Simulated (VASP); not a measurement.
# ZnS in VASP: relaxation of the atoms with PBEsol

Aim: the relaxation of the atoms of ZnS with PBEsol.

Program: VASP 6.6.1. These are calculated values, not measurements. Logs are shortened: lines on timing, memory, paths and dates and some standing lists are left out, and cuts for length are marked.

### Step 1. The cell of the first run

The cell holds a slab with vacuum, 10 atoms: a = 3.788 Å, b = 3.788 Å, c = 27.052 Å, α = 90.00°, β = 90.00°, γ = 90.00°.

### Step 2. Relaxation of the atoms, PBEsol

The input, INCAR:

```
SYSTEM = ZnS
PREC     = Accurate       ! precision mode
ENCUT    = 520            ! plane-wave cutoff, eV
EDIFF    = 1E-6           ! SCF threshold, eV
ISMEAR   = 0              ! smearing method
SIGMA    = 0.05           ! smearing width, eV
LREAL    = .False.        ! projectors in reciprocal space
LASPH    = .True.         ! aspherical terms in the spheres
NELM     = 60             ! most SCF steps
ALGO     = Normal         ! electronic algorithm
ISIF     = 2              ! what is computed and relaxed
LWAVE    = .False.        ! write WAVECAR
LCHARG   = .False.        ! write CHGCAR
LDIPOL   = .True.       
IDIPOL   = 3            
DIPOL    = 0.5 0.5 0.500
GGA      = PS             ! functional
IBRION   = 2              ! ionic algorithm
NSW      = 80             ! ionic steps
EDIFFG   = -0.02          ! ionic threshold
KPAR     = 4
```

The input, KPOINTS:

```
regular mesh
0
Gamma
  7 7 1
  0 0 0
```

The input, POSCAR:

```
ZnS
1.0
    3.7876303076      0.0000000000      0.0000000000
    0.0000000000      3.7876303076      0.0000000000
    0.0000000000      0.0000000000     27.0521658379
S Zn
5 5
Direct
    0.0000000000      0.5000000000      0.2772421271
    0.5000000000      0.0000000000      0.3762456262
    0.0000000000      0.5000000000      0.4752491252
    0.5000000000      0.0000000000      0.5742526243
    0.0000000000      0.5000000000      0.6732561234
    0.5000000000      0.5000000000      0.3267438766
    0.0000000000      0.0000000000      0.4257473757
    0.5000000000      0.5000000000      0.5247508748
    0.0000000000      0.0000000000      0.6237543738
    0.5000000000      0.5000000000      0.7227578729
```

Potentials or basis: VASP PAW PBE potentials, release 64 (S, Zn).

On the command line:

```
cat potpaw_PBE.64/S/POTCAR potpaw_PBE.64/Zn/POTCAR > POTCAR
mpirun -np 4 vasp_std > vasp.out
```

OUTCAR:

```text
SYSTEM = ZnS
   PREC = Accurate
   ENCUT = 520
   EDIFF = 1E-6
   ISMEAR = 0
   LREAL = .False.
   LASPH = .True.
   NELM = 60
   ISIF = 2
   GGA = PS
   IBRION = 2
   NSW = 80
   EDIFFG = -0.02

 ion  position               nearest neighbor table
   1  0.000  0.500  0.277-   6 2.32   6 2.32
   2  0.500  0.000  0.376-   7 2.32   7 2.32   6 2.32   6 2.32
   3  0.000  0.500  0.475-   7 2.32   7 2.32   8 2.32   8 2.32
   4  0.500  0.000  0.574-   9 2.32   9 2.32   8 2.32   8 2.32
   5  0.000  0.500  0.673-  10 2.32  10 2.32   9 2.32   9 2.32
   6  0.500  0.500  0.327-   1 2.32   1 2.32   2 2.32   2 2.32
   7  0.000  0.000  0.426-   2 2.32   2 2.32   3 2.32   3 2.32
   8  0.500  0.500  0.525-   4 2.32   4 2.32   3 2.32   3 2.32
   9  0.000  0.000  0.624-   4 2.32   4 2.32   5 2.32   5 2.32
  10  0.500  0.500  0.723-   5 2.32   5 2.32

  LATTYP: Found a simple tetragonal cell.
 ALAT       =     3.7876303076
 C/A-ratio  =     7.1422403036

  Lattice vectors:

 A1 = (   3.7876303076,   0.0000000000,   0.0000000000)
 A2 = (   0.0000000000,   3.7876303076,   0.0000000000)
 A3 = (   0.0000000000,   0.0000000000,  27.0521658379)

Analysis of symmetry for initial positions (statically):
=====================================================================
 Subroutine PRICEL returns:
 Original cell was already a primitive cell.

 Routine SETGRP: Setting up the symmetry group for a
 simple tetragonal supercell.

 Subroutine GETGRP returns: Found  4 space group operations
 (whereof  4 operations were pure point group operations)
 out of a pool of 16 trial point group operations.

The static configuration has the point symmetry C_2v.

Analysis of symmetry for dynamics (positions and initial velocities):
=====================================================================
 Subroutine PRICEL returns:
 Original cell was already a primitive cell.

 Routine SETGRP: Setting up the symmetry group for a
 simple tetragonal supercell.

 Subroutine GETGRP returns: Found  4 space group operations
 (whereof  4 operations were pure point group operations)
 out of a pool of 16 trial point group operations.

The dynamic configuration has the point symmetry C_2v.

 Subroutine INISYM returns: Found  4 space group operations
 (whereof  4 operations are pure point group operations),
 and found     1 'primitive' translations

----------------------------------------------------------------------------------------
[... 128 lines left out ...]
   IVDW    =     0    specifies the selected vdW correction
   LEPSILON=     F    determine dielectric tensor
   LRPA    =     F    only Hartree local field effects (RPA)
 conjugate gradient relaxation of ions
 non-spin polarized calculation
 Gauss-broadening in eV      SIGMA  =   0.05
  energy-cutoff  :      520.00
  volume of cell :      388.09
 maximum number of plane-waves:     10493
   NGX = 15   NGY = 15   NGZ =101

 dipolmoment           0.000000      0.000000      0.000032 electrons x Angstroem

--------------------------------------- Ionic step        1  -------------------------------------------

 number of electron      90.0000038 magnetization

 Free energy of the ion-electron system (eV)
  ---------------------------------------------------
  ext. energy  EPLUGINS =         0.00000000
  ---------------------------------------------------
  free energy    TOTEN  =       -33.90794791 eV

  energy without entropy =      -33.90389683  energy(sigma->0) =      -33.90592237

------------------------ aborting loop because EDIFF is reached ----------------------------------------

  FORCE on cell =-STRESS in cart. coord.  units (eV):
  Direction    XX          YY          ZZ          XY          YZ          ZX
  --------------------------------------------------------------------------------------
  -------------------------------------------------------------------------------------
  Total       -1.5293877     -1.6757278      0.2944982      0.0000000      0.0000000      0.0000000
  in kB       -6.3138020     -6.9179410      1.2157828      0.0000000      0.0000000      0.0000000
  external PRESSURE =      -4.0053201 kB  Pullay stress =       0.0000000 kB
[... 113 lines left out ...]
  FREE ENERGIE OF THE ION-ELECTRON SYSTEM (eV)
  ---------------------------------------------------
  free  energy   TOTEN  =       -33.9699473005 eV

  energy  without entropy=      -33.9660568931  energy(sigma->0) =      -33.96800210

[... ionic steps 4 to 7 ...]

--------------------------------------- Ionic step        8  -------------------------------------------

 number of electron      90.0000042 magnetization

------------------------ aborting loop because EDIFF is reached ----------------------------------------
[... 83 lines left out ...]
--------------------------------------- Ionic step       10  -------------------------------------------

 number of electron      90.0000033 magnetization

 dipolmoment           0.000000      0.000000     -0.218348 electrons x Angstroem

 Free energy of the ion-electron system (eV)
  ---------------------------------------------------
  ext. energy  EPLUGINS =         0.00000000
  ---------------------------------------------------
  free energy    TOTEN  =       -33.97306863 eV

  energy without entropy =      -33.96925748  energy(sigma->0) =      -33.97116306

 E-fermi :  -1.4937     XC(G=0):  -5.5818

 val. band max:       -1.5360798319   @ k =   0.0000   0.0000   0.0000
 cond. band min:      -1.4702774165   @ k =   0.0000   0.2857   0.0000
 fundamental gap:      0.0658024154
 Fermi energy:        -1.4937460550

 k-point     1 :       0.0000    0.0000    0.0000
  band No.  band energies     occupation
      1     -15.8152      2.00000
      2     -15.2201      2.00000
      3     -14.6842      2.00000
      4     -14.0566      2.00000
      5     -12.8674      2.00000
      6      -9.3191      2.00000
[... 901 lines left out ...]
     53       3.2911      0.00000
     54       3.8429      0.00000

------------------------ aborting loop because EDIFF is reached ----------------------------------------

 vacuum level on the upper side and lower side of the slab       (xc-potential included)        -1.366         1.342

  FORCE on cell =-STRESS in cart. coord.  units (eV):
  Direction    XX          YY          ZZ          XY          YZ          ZX
  --------------------------------------------------------------------------------------
  -------------------------------------------------------------------------------------
  Total        0.7397985     -3.1392087      0.2169056      0.0000000      0.0000000      0.0000000
  in kB        3.0541249    -12.9596585      0.8954560      0.0000000      0.0000000      0.0000000
  external PRESSURE =      -3.0033592 kB  Pullay stress =       0.0000000 kB
[... 25 lines left out ...]
  FREE ENERGIE OF THE ION-ELECTRON SYSTEM (eV)
  ---------------------------------------------------
  free  energy   TOTEN  =       -33.9730686328 eV

  energy  without entropy=      -33.9692574828  energy(sigma->0) =      -33.97116306

 reached required accuracy - stopping structural energy minimisation

 vacuum level on the upper side and lower side of the slab         2.910         5.668
```

OSZICAR:

```text
N       E                     dE             d eps       ncg     rms          rms(c)
DAV:   1     0.702250195054E+03    0.70225E+03   -0.39177E+04  1736   0.163E+03
DAV:   2     0.660676196048E+02   -0.63618E+03   -0.61647E+03  1864   0.378E+02
DAV:   3    -0.319189963780E+02   -0.97987E+02   -0.96772E+02  1984   0.150E+02
DAV:   4    -0.378581544142E+02   -0.59392E+01   -0.59115E+01  2048   0.339E+01
[... 123 lines left out ...]
DAV:   2    -0.339730764123E+02   -0.47972E-04   -0.52809E-04  2334   0.127E-01    0.202E-02
DAV:   3    -0.339732430973E+02   -0.16669E-03   -0.72324E-04  2410   0.274E-01    0.535E-02
DAV:   4    -0.339730697808E+02    0.17332E-03   -0.57756E-04  2128   0.228E-01    0.119E-02
DAV:   5    -0.339730689296E+02    0.85118E-06   -0.10585E-05  2018   0.164E-02    0.947E-03
DAV:   6    -0.339730686328E+02    0.29682E-06   -0.10724E-06  1152   0.814E-03
  10 F= -.33973069E+02 E0= -.33971163E+02  d E =-.761630E-04
```

CONTCAR:

```text
ZnS
   1.00000000000000
     3.7876303076000002    0.0000000000000000    0.0000000000000000
     0.0000000000000000    3.7876303076000002    0.0000000000000000
     0.0000000000000000    0.0000000000000000   27.0521658378999987
  S               Zn
     5     5
Direct
     0.0000000000000000    0.5000000000000000    0.2783637075873817
     0.5000000000000000    0.0000000000000000    0.3772926553590862
     0.0000000000000000    0.5000000000000000    0.4759126444392754
     0.5000000000000000    0.0000000000000000    0.5750106443848811
     0.0000000000000000    0.5000000000000000    0.6752440539231465
     0.5000000000000000    0.5000000000000000    0.3244655142531452
     0.0000000000000000    0.0000000000000000    0.4241830850693832
     0.5000000000000000    0.5000000000000000    0.5231726547854512
     0.0000000000000000    0.0000000000000000    0.6225182126505423
     0.5000000000000000    0.5000000000000000    0.7238368275477073

  0.00000000E+00  0.00000000E+00  0.00000000E+00
  0.00000000E+00  0.00000000E+00  0.00000000E+00
  0.00000000E+00  0.00000000E+00  0.00000000E+00
  0.00000000E+00  0.00000000E+00  0.00000000E+00
  0.00000000E+00  0.00000000E+00  0.00000000E+00
  0.00000000E+00  0.00000000E+00  0.00000000E+00
  0.00000000E+00  0.00000000E+00  0.00000000E+00
  0.00000000E+00  0.00000000E+00  0.00000000E+00
  0.00000000E+00  0.00000000E+00  0.00000000E+00
  0.00000000E+00  0.00000000E+00  0.00000000E+00
```

Wall time 10 min (4 MPI ranks of Intel Xeon Platinum 8488C (Sapphire Rapids), shared host); peak memory 0.59 GiB.

Results:

```
Free energy                  : -33.9731 eV
Energy gained by relaxing    : 6.5 meV/atom
Ionic steps                  : 10
Largest force after relaxing : 0.015 eV/Å
Band gap on the k mesh       : 0.07 eV (least direct gap 0.12 eV)
```

Forces on the atoms (eV/Å):
```
S    0.000  0.000 -0.014
S    0.000  0.000 -0.010
S    0.000  0.000  0.015
S    0.000  0.000  0.002
S    0.000  0.000  0.005
Zn   0.000  0.000 -0.013
Zn   0.000  0.000 -0.006
Zn   0.000  0.000  0.005
Zn   0.000  0.000  0.014
Zn   0.000  0.000  0.001
```

Step by step:
| step | energy change (eV) | largest force (eV/Å) | pressure (GPa) |
| --- | --- | --- | --- |
| 1 | 0.0000 | 0.5981 | -0.40 |
| 2 | -0.0481 | 0.2943 | -0.31 |
| 3 | -0.0620 | 0.1549 | -0.23 |
| 4 | -0.0636 | 0.0658 | -0.22 |
| 5 | -0.0638 | 0.0482 | -0.22 |
| 6 | -0.0641 | 0.0425 | -0.23 |
| 7 | -0.0646 | 0.0553 | -0.25 |
| 8 | -0.0648 | 0.0346 | -0.26 |
| 9 | -0.0650 | 0.0221 | -0.28 |
| 10 | -0.0651 | 0.0150 | -0.30 |

Final structure:
```
CELL_PARAMETERS angstrom
3.78763 0.00000 0.00000
0.00000 3.78763 0.00000
0.00000 0.00000 27.05217
ATOMIC_POSITIONS crystal
S 0.00000 0.50000 0.27836
S 0.50000 0.00000 0.37729
S 0.00000 0.50000 0.47591
S 0.50000 0.00000 0.57501
S 0.00000 0.50000 0.67524
Zn 0.50000 0.50000 0.32447
Zn 0.00000 0.00000 0.42418
Zn 0.50000 0.50000 0.52317
Zn 0.00000 0.00000 0.62252
Zn 0.50000 0.50000 0.72384
```

Levels at points of the mesh, in eV from the valence-band top:
```csv
k point,band 41,band 42,band 43,band 44,band 45,band 46,band 47,band 48,band 49,band 50
"(0.00, 0.00, 0.00)",-1.02,-0.82,-0.54,-0.02,0.00,0.43,2.09,2.44,2.95,3.18
```

Caveat: semilocal functionals underestimate gaps, and a narrow one can read as zero; the PAW data sets were made with another functional, which shifts forces and pressure a little.
